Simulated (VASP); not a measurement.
# Ga (Pm-3m) in VASP: a series of runs, part 2 of 2

VASP 6.6.1.

### 4 Single point, BLYP (volume scaled by 0.96)

File INCAR:

```
SYSTEM = Ga
  PREC = Accurate
  ENCUT = 520
  EDIFF = 1E-6
  ISMEAR = -1
  SIGMA = 0.1
  LREAL = .FALSE.
  LASPH = .TRUE.
  NELM = 80
  ALGO = Normal
  ISIF = 2
  LWAVE = .FALSE.
  LCHARG = .FALSE.
  GGA = B5
  ALDAX = 1.0
  AGGAX = 1.0
  AGGAC = 1.0
  ALDAC = 0.0
  NBANDS = 12
```

File KPOINTS:

```
regular mesh
0
G
  13 13 13
  0 0 0
```

File POSCAR:

```
Ga
1.0
    2.7926558327      0.0000000000      0.0000000000
    0.0000000000      2.7926558327      0.0000000000
    0.0000000000      0.0000000000      2.7926558327
Ga
1
Direct
    0.0000000000      0.0000000000      0.0000000000
```

Potentials or basis: VASP PAW PBE potentials, release 64 (Ga_d).

Started as:

```sh
> cat potpaw_PBE.64/Ga_d/POTCAR > POTCAR
> mpirun -np 1 vasp_std > vasp.out
```

OUTCAR:

```text
SYSTEM = Ga
   PREC = Accurate
   ENCUT = 520
   EDIFF = 1E-6
   ISMEAR = -1
   LREAL = .FALSE.
   LASPH = .TRUE.
   NELM = 80
   ISIF = 2
   GGA = B5

 ion  position               nearest neighbor table
   1  0.000  0.000  0.000-

  LATTYP: Found a simple cubic cell.
 ALAT       =     2.7926558327

  Lattice vectors:

 A1 = (   2.7926558327,   0.0000000000,   0.0000000000)
 A2 = (   0.0000000000,   2.7926558327,   0.0000000000)
 A3 = (   0.0000000000,   0.0000000000,   2.7926558327)

[... 529 lines left out ...]
      4     -10.2008      2.00000
      5     -10.1557      2.00000
      6      -1.0261      2.00000
      7       4.1882      1.95582
      8       7.0631      0.00000
      9      13.1318      0.00000
     10      16.8623      0.00000
     11      21.0016      0.00000
     12      24.4008      0.00000

 [... further k-points ...]
[... 5 lines left out ...]
  --------------------------------------------------------------------------------------
  -------------------------------------------------------------------------------------
  Total        0.1774107      0.1774107      0.1774107      0.0000000     -0.0000000      0.0000000
  in kB       13.0508311     13.0508311     13.0508311      0.0000000     -0.0000000      0.0000000
  external PRESSURE =      13.0508311 kB  Pullay stress =       0.0000000 kB

 VOLUME and BASIS-vectors are now :
 -----------------------------------------------------------------------------
  energy-cutoff  :      520.00
  volume of cell :       21.78
      direct lattice vectors                 reciprocal lattice vectors
     2.792655833  0.000000000  0.000000000     0.358082077  0.000000000  0.000000000
     0.000000000  2.792655833  0.000000000     0.000000000  0.358082077  0.000000000
     0.000000000  0.000000000  2.792655833     0.000000000  0.000000000  0.358082077

 POSITION                                       TOTAL-FORCE (eV/Angst)
 -----------------------------------------------------------------------------------
      0.00000      0.00000      0.00000         0.000000      0.000000      0.000000
 -----------------------------------------------------------------------------------
    total drift:                                0.000000     -0.000000     -0.000000

  FREE ENERGIE OF THE ION-ELECTRON SYSTEM (eV)
  ---------------------------------------------------
  free  energy   TOTEN  =        -2.1385286773 eV

  energy  without entropy=       -2.1169551824  energy(sigma->0) =       -2.12774193
```

Run time: 29 s. Hardware: 1 thread of AMD EPYC 7R13 (Zen 3), shared host; peak memory 0.12 GiB.

Results:

```yaml
Free_energy: -2.1385 eV
Pressure: 1.3 GPa
```

Caveat: the cell differs from its parent crystal (volume scaled by 0.96); the PAW data sets were made with another functional, which shifts forces and pressure a little.

### 5 Single point, BLYP

This run uses another cell than the first one, of 22.69 Å³/atom, 1.136 times its volume.

File INCAR:

```
SYSTEM = Ga
AGGAC = 1.0
AGGAX = 1.0
ALDAC = 0.0
ALDAX = 1.0
ALGO = Normal
EDIFF = 1E-6
ENCUT = 520
GGA = B5
ISIF = 2
ISMEAR = -1
LASPH = .True.
LCHARG = .False.
LREAL = .False.
LWAVE = .False.
NBANDS = 12
NELM = 60
PREC = Accurate
SIGMA = 0.1
```

File KPOINTS:

```
k-points
0
Gamma
  13 13 13
  0 0 0
```

File POSCAR:

```
Ga
1.0
    2.8309161464      0.0000000000      0.0000000000
    0.0000000000      2.8309161464      0.0000000000
    0.0000000000      0.0000000000      2.8309161464
Ga
1
Direct
    0.0000000000      0.0000000000      0.0000000000
```

Started as:

```sh
> cat potpaw_PBE.64/Ga_d/POTCAR > POTCAR
> mpirun -np 1 vasp_std > vasp.out
```

Wall time 22 s (1 thread of AMD EPYC 7R13 (Zen 3), shared host); peak memory 0.12 GiB.

Results (log left out):

```
Free energy : -2.1428 eV
Pressure    : 0.0 GPa
```

Levels at points of the mesh, in eV from the Fermi level:
| k point | band 3 | band 4 | band 5 | band 6 | band 7 | band 8 | band 9 | band 10 |
| --- | --- | --- | --- | --- | --- | --- | --- | --- |
| (0.00, 0.00, 0.00) | -14.71 | -14.71 | -14.71 | -9.82 | 7.98 | 7.98 | 7.98 | 11.28 |

Caveat: the PAW data sets were made with another functional, which shifts forces and pressure a little.

### 6 Single point, BLYP (volume scaled by 1.04)

Changes to INCAR since step 5:

```diff
@@ -6,3 +6,3 @@
 ALGO = Normal
-EDIFF = 1E-6
+EDIFF = 1E-7
 ENCUT = 520
@@ -16,3 +16,3 @@
 NBANDS = 12
-NELM = 60
+NELM = 100
 PREC = Accurate
```

KPOINTS is that of step 5.

File POSCAR:

```
Ga
1.0
    2.8681693152      0.0000000000      0.0000000000
    0.0000000000      2.8681693152      0.0000000000
    0.0000000000      0.0000000000      2.8681693152
Ga
1
Direct
    0.0000000000      0.0000000000      0.0000000000
```

Potentials or basis: VASP PAW PBE potentials, release 64 (Ga_d).

Started as:

```sh
> cat potpaw_PBE.64/Ga_d/POTCAR > POTCAR
> mpirun -np 1 vasp_std > vasp.out
```

OUTCAR:

```text
SYSTEM = Ga
   EDIFF = 1E-7
   ENCUT = 520
   GGA = B5
   ISIF = 2
   ISMEAR = -1
   LASPH = .True.
   LREAL = .False.
   NELM = 100
   PREC = Accurate

 ion  position               nearest neighbor table
   1  0.000  0.000  0.000-

  LATTYP: Found a simple cubic cell.
 ALAT       =     2.8681693152

  Lattice vectors:

 A1 = (   2.8681693152,   0.0000000000,   0.0000000000)
 A2 = (   0.0000000000,   2.8681693152,   0.0000000000)
 A3 = (   0.0000000000,   0.0000000000,   2.8681693152)

Analysis of symmetry for initial positions (statically):
=====================================================================
 Subroutine PRICEL returns:
 Original cell was already a primitive cell.

 Routine SETGRP: Setting up the symmetry group for a
 simple cubic supercell.

 Subroutine GETGRP returns: Found 48 space group operations
 (whereof 48 operations were pure point group operations)
 out of a pool of 48 trial point group operations.

The static configuration has the point symmetry O_h .

Analysis of symmetry for dynamics (positions and initial velocities):
=====================================================================
 Subroutine PRICEL returns:
 Original cell was already a primitive cell.

 Routine SETGRP: Setting up the symmetry group for a
 simple cubic supercell.

 Subroutine GETGRP returns: Found 48 space group operations
 (whereof 48 operations were pure point group operations)
 out of a pool of 48 trial point group operations.

The dynamic configuration has the point symmetry O_h .

 Subroutine INISYM returns: Found 48 space group operations
 (whereof 48 operations are pure point group operations),
 and found     1 'primitive' translations

----------------------------------------------------------------------------------------

                                     Primitive cell

  volume of cell :      23.5947

  direct lattice vectors                    reciprocal lattice vectors
     2.868169315  0.000000000  0.000000000     0.348654452  0.000000000  0.000000000
     0.000000000  2.868169315  0.000000000     0.000000000  0.348654452  0.000000000
     0.000000000  0.000000000  2.868169315     0.000000000  0.000000000  0.348654452

  length of vectors
     2.868169315  2.868169315  2.868169315     0.348654452  0.348654452  0.348654452

  position of ions in fractional coordinates (direct lattice)
     0.000000000  0.000000000  0.000000000

  ion indices of the primitive-cell ions
   primitive index   ion index
                 1           1

----------------------------------------------------------------------------------------

 KPOINTS: k-points

Automatic generation of k-mesh.
 Grid dimensions read from file:
 generate k-points for:   13   13   13

 Generating k-lattice:

  Cartesian coordinates                     Fractional coordinates (reciprocal lattice)
     0.026819573  0.000000000  0.000000000     0.076923077  0.000000000  0.000000000
     0.000000000  0.026819573  0.000000000     0.000000000  0.076923077  0.000000000
     0.000000000  0.000000000  0.026819573     0.000000000  0.000000000  0.076923077

  Length of vectors
     0.026819573  0.026819573  0.026819573

  Shift w.r.t. Gamma in fractional coordinates (k-lattice)
     0.000000000  0.000000000  0.000000000

 Subroutine IBZKPT returns following result:
 ===========================================

 Found     84 irreducible k-points:

 Following reciprocal coordinates:
            Coordinates               Weight
  0.000000  0.000000  0.000000      1.000000
  0.076923  0.000000  0.000000      6.000000
  0.153846  0.000000  0.000000      6.000000
  0.230769  0.000000  0.000000      6.000000
  0.307692  0.000000  0.000000      6.000000
  0.384615  0.000000  0.000000      6.000000
[... 16 lines left out ...]
  0.307692  0.307692  0.000000     12.000000
  0.384615  0.307692  0.000000     24.000000
 [... further k-points ...]
   k-points           NKPTS =     84   k-points in BZ     NKDIM =     84   number of bands    NBANDS=     12
   number of dos      NEDOS =    301   number of ions     NIONS =      1
   total plane-waves  NPLWV =  13824
   dimension x,y,z NGX =    24 NGY =   24 NGZ =   24
   dimension x,y,z NGXF=    48 NGYF=   48 NGZF=   48
   ions per type =               1
   NGX,Y,Z   is equivalent  to a cutoff of  13.91, 13.91, 13.91 a.u.
   NGXF,Y,Z  is equivalent  to a cutoff of  27.82, 27.82, 27.82 a.u.
 SYSTEM =  Ga
   PREC   = accura    normal or accurate (medium, high low for compatibility)
   ISTART =      0    job   : 0-new  1-cont  2-samecut
   ICHARG =      2    charge: 1-file 2-atom 10-const
   ISPIN  =      1    spin polarized calculation?
   LNONCOLLINEAR =      F non collinear calculations
   LSORBIT =      F    spin-orbit coupling
   LASPH  =      T    aspherical Exc in radial PAW
   ENCUT  =  520.0 eV  38.22 Ry    6.18 a.u.   5.33  5.33  5.33*2*pi/ulx,y,z
   NELM   =    100;   NELMIN=  2; NELMDL= -5     # of ELM steps
   EDIFF  = 0.1E-06   stopping-criterion for ELM
   LREAL  =      F    real-space projection
   EDIFFG = 0.1E-05   stopping-criterion for IOM
   NSW    =      0    number of steps for IOM
   IBRION =     -1    ionic relax: 0-MD 1-quasi-New 2-CG
   NFREE  =      0    steps in history (QN), initial steepest desc. (CG)
   ISIF   =      2    stress and relaxation
   ISYM   =      2    0-nonsym 1-usesym 2-fastsym
   POTIM  = 0.5000    time-step for ionic-motion
   TEBEG  =    0.0;   TEEND  =   0.0 temperature during run
   PSTRESS=    0.0 pullay stress
   NELECT =      13.0000    total number of electrons
   NUPDOWN=      -1.0000    fix difference up-down
   EMIN   =  10.00;   EMAX   =-10.00  energy-range for DOS
   EFERMI =   0.00;   METHOD = LEGACY
   ISMEAR =    -1;   SIGMA  =   0.10  broadening in eV -4-tet -1-fermi 0-gaus
   EFERMI_NEDOS =   21; number of points for ismear=-14 and -15
   IALGO  =     38    algorithm
   IMIX   =      4    mixing-type and parameters
     AMIX     =   0.40;   BMIX     =  1.00
     AMIX_MAG =   1.60;   BMIX_MAG =  1.00
  volume/ion in A,a.u.               =      23.59       159.22
  Fermi-wavevector in a.u.,A,eV,Ry     =   1.342099  2.536199 24.507212  1.801229
  Thomas-Fermi vector in A             =   2.470280
   LORBIT       =      0    0 simple, 1 ext, 2 COOP (PROOUT), +10 PAW based schemes
   GGA     = B5    functional components
   LHFCALC =     F    Hartree Fock is set to
   AEXX    =    0.0000 exact exchange contribution
   IVDW    =     0    specifies the selected vdW correction
   LEPSILON=     F    determine dielectric tensor
   LRPA    =     F    only Hartree local field effects (RPA)
 non-spin polarized calculation
  energy-cutoff  :      520.00
  volume of cell :       23.59
 maximum number of plane-waves:       655
 NGX is ok and might be reduce to    24
   NGX = 11   NGY = 11   NGZ = 11

 number of electron      13.0000015 magnetization

 Free energy of the ion-electron system (eV)
  ---------------------------------------------------
  ext. energy  EPLUGINS =         0.00000000
  ---------------------------------------------------
  free energy    TOTEN  =        -2.14041154 eV

  energy without entropy =       -2.11897791  energy(sigma->0) =       -2.12969472

 E-fermi :   3.9869     XC(G=0):  -9.2752

 val. band max:        3.9747456553   @ k =   0.3077   0.0769   0.0000
 cond. band min:       3.9985809845   @ k =   0.4615   0.3846   0.2308
 fundamental gap:      0.0238353292
 Fermi energy:         3.9868628683

 k-point     1 :       0.0000    0.0000    0.0000
  band No.  band energies     occupation
      1     -11.0846      2.00000
      2     -11.0846      2.00000
      3     -10.7365      2.00000
      4     -10.7365      2.00000
      5     -10.7365      2.00000
      6      -5.6186      2.00000
      7      11.7103      0.00000
      8      11.7103      0.00000
      9      11.7103      0.00000
     10      15.0282      0.00000
     11      15.0282      0.00000
     12      16.9020      0.00000

 k-point     2 :       0.0769    0.0000    0.0000
  band No.  band energies     occupation
      1     -11.0832      2.00000
      2     -11.0703      2.00000
      3     -10.7420      2.00000
      4     -10.7420      2.00000
      5     -10.7360      2.00000
      6      -5.5143      2.00000
      7      10.3088      0.00000
      8      11.8138      0.00000
      9      11.8138      0.00000
     10      15.1201      0.00000
     11      15.9535      0.00000
     12      17.6472      0.00000
[... 316 lines left out ...]
 k-point    24 :       0.3846    0.3077    0.0000
  band No.  band energies     occupation
      1     -10.9785      2.00000
      2     -10.9188      2.00000
      3     -10.8106      2.00000
      4     -10.7905      2.00000
      5     -10.7507      2.00000
      6      -1.4785      2.00000
      7       3.6390      1.94017
      8       6.2518      0.00000
      9      12.2429      0.00000
     10      15.3656      0.00000
     11      19.6242      0.00000
     12      22.8743      0.00000

 [... further k-points ...]
[... 5 lines left out ...]
  --------------------------------------------------------------------------------------
  -------------------------------------------------------------------------------------
  Total       -0.1418720     -0.1418720     -0.1418720     -0.0000000     -0.0000000     -0.0000000
  in kB       -9.6336973     -9.6336973     -9.6336973     -0.0000000     -0.0000000     -0.0000000
  external PRESSURE =      -9.6336973 kB  Pullay stress =       0.0000000 kB

 VOLUME and BASIS-vectors are now :
 -----------------------------------------------------------------------------
  energy-cutoff  :      520.00
  volume of cell :       23.59
      direct lattice vectors                 reciprocal lattice vectors
     2.868169315  0.000000000  0.000000000     0.348654452  0.000000000  0.000000000
     0.000000000  2.868169315  0.000000000     0.000000000  0.348654452  0.000000000
     0.000000000  0.000000000  2.868169315     0.000000000  0.000000000  0.348654452

 POSITION                                       TOTAL-FORCE (eV/Angst)
 -----------------------------------------------------------------------------------
      0.00000      0.00000      0.00000         0.000000      0.000000      0.000000
 -----------------------------------------------------------------------------------
    total drift:                                0.000000     -0.000000     -0.000000

  FREE ENERGIE OF THE ION-ELECTRON SYSTEM (eV)
  ---------------------------------------------------
  free  energy   TOTEN  =        -2.1404115390 eV

  energy  without entropy=       -2.1189779059  energy(sigma->0) =       -2.12969472
```

OSZICAR:

```text
N       E                     dE             d eps       ncg     rms          rms(c)
DAV:   1     0.484606802964E+02    0.48461E+02   -0.67324E+03  2080   0.172E+03
DAV:   2     0.765911293521E+00   -0.47695E+02   -0.45988E+02  2140   0.272E+02
DAV:   3    -0.211783002796E+01   -0.28837E+01   -0.28748E+01  2320   0.514E+01
DAV:   4    -0.214821049072E+01   -0.30380E-01   -0.30375E-01  2268   0.574E+00
DAV:   5    -0.214858341649E+01   -0.37293E-03   -0.37292E-03  2448   0.599E-01    0.697E-01
DAV:   6    -0.213850837286E+01    0.10075E-01   -0.32084E-02  2440   0.326E+00    0.328E-01
DAV:   7    -0.213977847633E+01   -0.12701E-02   -0.46305E-03  2600   0.101E+00    0.119E-01
DAV:   8    -0.214041872380E+01   -0.64025E-03   -0.97258E-04  2176   0.399E-01    0.179E-02
DAV:   9    -0.214041081682E+01    0.79070E-05   -0.22358E-05  2372   0.502E-02    0.287E-03
DAV:  10    -0.214041168222E+01   -0.86539E-06   -0.18133E-06  2212   0.112E-02    0.712E-04
DAV:  11    -0.214041153836E+01    0.14386E-06   -0.15876E-07  2212   0.422E-03    0.256E-04
DAV:  12    -0.214041153901E+01   -0.65211E-09   -0.42248E-09  1280   0.886E-04
   1 F= -.21404115E+01 E0= -.21296947E+01  d E =-.214336E-01
```

stdout:

```text
POSCAR found type information on POSCAR Ga
 POSCAR found :  1 types and       1 ions
 scaLAPACK will be used
 -----------------------------------------------------------------------------
|                                                                             |
|                                                                             |
|     You enforced a specific xc type in the INCAR file but a different       |
|     I HOPE YOU KNOW WHAT YOU ARE DOING!                                     |
|                                                                             |
 -----------------------------------------------------------------------------

 LDA part: xc-table for (Slater(with rela. corr.)+VWN5), standard interpolation
 POSCAR, INCAR and KPOINTS ok, starting setup
 FFT: planning ... GRIDC
 FFT: planning ... GRID_SOFT
 FFT: planning ... GRID
 WAVECAR not read
 entering main loop
```

Run time: 31 s. Hardware: 1 thread of AMD EPYC 7R13 (Zen 3), shared host; peak memory 0.12 GiB.

Results:

- Free energy: -2.1404 eV
- Pressure: -1.0 GPa

Caveat: the cell differs from its parent crystal (volume scaled by 1.04); the PAW data sets were made with another functional, which shifts forces and pressure a little.

### 7 Overview

| cell | gap on the mesh (eV) | pressure (GPa) |
| --- | --- | --- |
| a = 2.713 Å, 1 atom | none | 5.1 |
| a = 2.753 Å, 1 atom | none | 2.9 |
| a = 2.793 Å, 1 atom | none | 1.3 |
| a = 2.831 Å, 1 atom | none | 0.0 |
| a = 2.868 Å, 1 atom | none | -1.0 |

Alike in all rows: task single point; level BLYP; potentials or basis VASP PAW PBE potentials, release 64 (Ga_d); no spin polarisation; k mesh 13 × 13 × 13; cutoff (eV) 520; smearing fermi-dirac 0.1 eV.

Caveats: the PAW data sets were made with another functional, which shifts forces and pressure a little.

Absolute energies hang on the potentials; compare differences alone.
